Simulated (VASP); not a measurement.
Runs of VASP 6.6.1 on SnSe. The structure is that of space group P4/nmm (No. 129), or close to it. The cells are those of the table. 

| cell | gap on the mesh (eV) | pressure (GPa) | largest force (eV/Å) |
| --- | --- | --- | --- |
| a = 4.158, b = 4.158, c = 11.320 Å, 4 atoms | (a) | - | 0.26 |
| a = 4.286, b = 4.286, c = 10.660 Å, 4 atoms | 1.69 | 0.9 | 0.55 |
| a = 4.158, b = 4.158, c = 10.990 Å, 4 atoms | (b) | - | 0.22 |
| a = 4.158, b = 4.158, c = 10.660 Å, 4 atoms | 1.48 | 3.1 | 0.76 |

Alike in all rows: task single point; level r2SCAN; potentials or basis VASP PAW PBE potentials, release 64 (Sn_d, Se); no spin polarisation; k mesh 6 × 6 × 4; cutoff (eV) 520; smearing gaussian 0.05 eV.

Task: Fill in the values left out.

Result: (a) 1.32; (b) 1.38.

Caveats: the PAW data sets were made with another functional, which shifts forces and pressure a little; spin-orbit coupling is left out, which moves the levels of the heavy elements; there is no dipole correction, which matters where the two faces differ (at least some runs); the cell stands under pressure (at least some runs).

A k mesh can miss the band edges, and the runs leave out spin-orbit coupling on Se, Sn.
